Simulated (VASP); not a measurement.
Here is a VASP 6.6.1 calculation.

The input INCAR:

```
  PREC = Accurate
  ENCUT = 520
  EDIFF = 1E-7
  ISMEAR = -1
  SIGMA = 0.02
  LREAL = Auto
  LASPH = T
  NELM = 60
  ALGO = Normal
  ISIF = 2
  LWAVE = F
  LCHARG = T
  GGA = PE
  IVDW = 12
  LELF = T
  LVHAR = T
  NBANDS = 56
```

KPOINTS

```
Automatic mesh
0
Gamma
  2 2 1
```

File POSCAR:

```
HC18Cl
1.0
    7.3980000000      0.0000000000      0.0000000000
   -3.6990000000      6.4068560000      0.0000000000
    0.0000000000      0.0000000000     11.0000000000
C Cl H
18 1 1
Direct
   -0.0003683227     -0.0049858970      0.0887719067
    0.2193367198      0.1050533542      0.0888607702
   -0.0016153107      0.3265532583      0.0888172252
    0.2208243079      0.4376579993      0.0887669406
   -0.0026814215      0.6609681528      0.0891039085
    0.2216314873      0.7730873032      0.0891307840
    0.3314927327     -0.0071746743      0.0891318592
    0.5538537106      0.1040776987      0.0891792700
    0.3305885729      0.3275979563      0.0888947186
    0.5549523064      0.4397653107      0.0891946955
    0.3328054555      0.6619330462      0.0890710785
    0.5525655773      0.7717071218      0.0891787599
    0.6635641953     -0.0059757574      0.0891439210
    0.8882430372      0.1062799757      0.0889952153
    0.6661225489      0.3285817745      0.0891602863
    0.8859789562      0.4386398733      0.0890349131
    0.6648454736      0.6595274267      0.0891928934
    0.8873106866      0.7707434787      0.0890710134
    1.0180538662      0.1966554198      0.4105301134
    0.9682161203      0.1882691784      0.2967698272
```

Potentials or basis: VASP PAW PBE potentials, release 64 (C, Cl, H).

Launch:

```console
$ cat potpaw_PBE.64/C/POTCAR potpaw_PBE.64/Cl/POTCAR potpaw_PBE.64/H/POTCAR > POTCAR
$ mpirun -np 1 vasp_std > vasp.out
```

Question: Predict the band gap on the k mesh.

Answer: 0.20 eV, direct.

Question: Estimate the dispersion energy per atom.

Answer: -0.089 eV.

Question: Predict the largest force.

Answer: 0.147 eV/Å.

Forces on the atoms (eV/Å):
```
C   -0.027  0.013 -0.002
C    0.017  0.028  0.000
C   -0.004 -0.021  0.003
C    0.021 -0.006  0.001
C   -0.009 -0.012 -0.001
C    0.008  0.001  0.003
C   -0.005  0.018  0.000
C   -0.009  0.016 -0.001
C   -0.006 -0.010  0.002
C    0.003 -0.018 -0.002
C   -0.001 -0.007 -0.001
C    0.018 -0.006  0.000
C    0.024  0.010  0.000
C   -0.005  0.005 -0.003
C    0.012 -0.003 -0.001
C   -0.014 -0.021  0.000
C    0.004  0.026 -0.001
C   -0.025 -0.014  0.001
Cl  -0.038 -0.006 -0.140
H    0.038  0.007  0.142
```

Caveat: the k points lie up to 0.49 Å⁻¹ apart.
